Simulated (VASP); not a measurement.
Set up this calculation in VASP 6.6.1, as the native input.

| Quantity | Value |
| --- | --- |
| Task | single point |
| Functional | PBE |
| Potentials or basis | VASP PAW PBE potentials, release 64 (Hf_pv, H) |
| Cutoff | 520 eV |
| k mesh | 6 × 6 × 6 |
| Occupations | gaussian, width 0.1 eV |
| Spin | no spin polarisation |
| Dipole correction | no |
| Further INCAR settings | ALGO = Normal; EDIFF = 1e-07; NBANDS = 16 |

The structure of HfH5 lies in POSCAR:

```
HfH5
1.0
    0.0000000000      2.5676761493      2.5676761493
    2.5676761493      0.0000000000      2.5676761493
    2.5676761493      2.5676761493      0.0000000000
Hf H
1 5
Direct
    0.0000000000      0.0000000000      0.0000000000
    0.1307104735      0.6230965088      0.6230965088
    0.6230965088      0.6230965088      0.6230965088
    0.6230965088      0.1307104735      0.6230965088
    0.6230965088      0.6230965088      0.1307104735
    0.2500000000      0.2500000000      0.2500000000
```

The cell was generated, and may not be a known phase.

The input as run:

INCAR

```
PREC = Accurate
ENCUT = 520
EDIFF = 1E-7
ISMEAR = 0
SIGMA = 0.1
LREAL = False
LASPH = True
NELM = 80
ALGO = Normal
ISIF = 2
LWAVE = False
LCHARG = False
GGA = PE
NBANDS = 16
```

KPOINTS

```
Automatic mesh
0
Gamma
  6 6 6
```

Potentials or basis: VASP PAW PBE potentials, release 64 (Hf_pv, H).

Launch:

```bash
$ cat potpaw_PBE.64/Hf_pv/POTCAR potpaw_PBE.64/H/POTCAR > POTCAR
$ mpirun -np 1 vasp_std > vasp.out
```

Results of the run:

```yaml
Pressure: -1.2 GPa
Largest_force: 0.003 eV/Å
Band_gap_on_the_k_mesh: zero (an odd number of electrons rules out a gap without spin polarisation)
```

Caveat: spin-orbit coupling is left out, which moves the levels of the heavy elements; an odd number of electrons without spin polarisation forces a metal; a magnetic or distorted state may lie lower.

Wall time 14 s on 1 thread of AMD EPYC 7R13 Processor (Zen 3), on a shared host, peak memory 0.12 GiB.
